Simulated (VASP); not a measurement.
Crystal: Pt.

```xyz
1
Lattice="0.0000 1.9474 1.9474 1.9474 0.0000 1.9474 1.9474 1.9474 0.0000" Properties=species:S:1:pos:R:3 pbc="T T T"
Pt    0.0000    0.0000    0.0000
```

Base run:

- Program: VASP 6.6.1
- Functional: LDA
- Potentials or basis: VASP PAW LDA potentials, release 64 (Pt)
- Cutoff: 520 eV
- k mesh: 14 × 14 × 14
- Occupations: methfessel-paxton, width 0.01 eV
- Spin: no spin polarisation

Its results: band gap on the k mesh zero (band 5 reaches 12.06 eV, above the bottom of band 6 at 9.75 eV); pressure 0.3 GPa.

Question: After a change of settings the same cell gave: band gap on the k mesh zero (band 5 reaches 12.09 eV, above the bottom of band 6 at 9.74 eV); pressure 16.6 GPa. Which change was it?
A. occupations from methfessel-paxton, width 0.01 eV to fermi-dirac, width 1 eV
B. k mesh from 14 × 14 × 14 to 5 × 5 × 5; occupations from methfessel-paxton, width 0.01 eV to fermi-dirac, width 0.1 eV
C. occupations from methfessel-paxton, width 0.01 eV to methfessel-paxton, width 1 eV; further incar settings from ALGO = Normal; EDIFF = 1e-06; NBANDS = 11 to ALGO = Normal; EDIFF = 1e-07; NBANDS = 11
D. occupations from methfessel-paxton, width 0.01 eV to methfessel-paxton, width 0.03 eV

Answer: A.

Caveats: spin-orbit coupling is left out, which moves the levels of the heavy elements.
